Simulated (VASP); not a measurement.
## TiCo: single point with LDA

Crystal: TiCo.

```
Co Ti
1.0
     2.90219    0.00000    0.00000
     0.00000    2.90219    0.00000
     0.00000    0.00000    2.90219
Co Ti
1 1
Direct
  0.00000 0.00000 0.00000
  0.50000 0.50000 0.50000
```

```yaml
Program: VASP 6.6.1
Task: single point
Functional: LDA
Potentials_or_basis: VASP PAW LDA potentials, release 64 (Co, Ti_sv)
Cutoff: 600 eV
k_mesh: 16 × 16 × 16
Occupations: methfessel-paxton, width 0.1 eV
Spin: collinear spin, ferromagnetic start
Starting_moments: "[1.0, 0.0] μB"
Dipole_correction: no
Further_INCAR_settings: ALGO = Normal; EDIFF = 1e-06; NBANDS = 22
```

| Item | Value |
| --- | --- |
| Pressure | -0.5 GPa |
| Net moment | 0.14 μB per cell |
| Site moments | Co +0.13; Ti +0.01 μB |
| Valence electrons inside the program's atomic spheres | Co 8.47; Ti 10.43 |

Levels at points of the mesh, in eV from the Fermi level:
Spin up:
```
           k point  band 8  band 9  band 10  band 11  band 12  band 13
(0.00, 0.00, 0.00)   -1.65   -1.65    -1.65     0.79     0.79     3.01
(0.50, 0.00, 0.00)   -1.72   -1.72    -1.18    -0.97     0.13     0.66
(0.50, 0.50, 0.00)   -2.72   -0.75    -0.22     0.88     0.88     1.32
(0.50, 0.50, 0.50)   -2.34   -2.34    -2.34    -0.72    -0.72     3.45
```
Spin down:
```csv
k point,band 8,band 9,band 10,band 11,band 12,band 13
"(0.00, 0.00, 0.00)",-1.57,-1.57,-1.57,0.86,0.86,3.03
"(0.50, 0.00, 0.00)",-1.63,-1.63,-1.08,-0.96,0.26,0.67
"(0.50, 0.50, 0.00)",-2.65,-0.59,-0.10,0.90,0.90,1.35
"(0.50, 0.50, 0.50)",-2.32,-2.32,-2.32,-0.55,-0.55,3.45
```

It took 120 s on 1 thread of Oxide Virtual Turin-like Processor, on a shared host, peak memory 0.23 GiB.
